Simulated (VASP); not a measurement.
Write the native input for VASP 6.6.1 that does the following.

```
Task                   : relaxation of cell and atoms
Functional             : PBEsol
Potentials or basis    : VASP PAW PBE potentials, release 64 (In_d, P)
Cutoff                 : 600 eV
k mesh                 : 6 × 6 × 6
Occupations            : gaussian, width 0.01 eV
Spin                   : no spin polarisation
Target pressure        : 7 GPa
Dipole correction      : no
Further INCAR settings : ALGO = Normal; EDIFF = 1e-07; IBRION = 2; EDIFFG = -0.002; NSW = 100; ISIF = 3
```

The structure of InP lies in POSCAR:

```
InP
1.0
    0.0000000000      2.9393013716      2.9393013716
    2.9393013716      0.0000000000      2.9393013716
    2.9393013716      2.9393013716      0.0000000000
In P
1 1
Direct
    0.0000000000      0.0000000000      0.0000000000
    0.7500000000      0.7500000000      0.7500000000
```

The input as run:

INCAR

```
PREC = Accurate
ENCUT = 600
EDIFF = 1E-7
ISMEAR = 0
SIGMA = 0.01
LREAL = F
LASPH = T
NELM = 100
ALGO = Normal
ISIF = 3
LWAVE = F
LCHARG = F
GGA = PS
IBRION = 2
NSW = 100
EDIFFG = -0.002
PSTRESS = 70.0
```

KPOINTS

```
regular mesh
0
Gamma
  6 6 6
```

Potentials or basis: VASP PAW PBE potentials, release 64 (In_d, P).

Command:

```bash
$ cat potpaw_PBE.64/In_d/POTCAR potpaw_PBE.64/P/POTCAR > POTCAR
$ mpirun -np 1 vasp_std > vasp.out
```

It gave:

- Relaxed volume: 23.31 Å³/atom
- Relaxed cell: a = 4.040 Å, b = 4.040 Å, c = 4.040 Å, α = 60.00°, β = 60.00°, γ = 60.00°
- Space group after relaxing (to 0.05 Å): F-43m (No. 216)
- Energy change on relaxing (the enthalpy is what falls): +42.2 meV/atom
- Ionic steps: 6
- Pressure after relaxing: 7.0 GPa
- Band gap on the k mesh: 1.02 eV, direct

Caveat: the cell is relaxed towards a set pressure, so the enthalpy falls and the energy may rise; the PAW data sets were made with another functional, which shifts forces and pressure a little; spin-orbit coupling is left out, which moves the levels of the heavy elements.

Run time: 53 s on 1 thread of Intel Xeon 6975P-C, with other jobs on the host, peak memory 0.22 GiB.
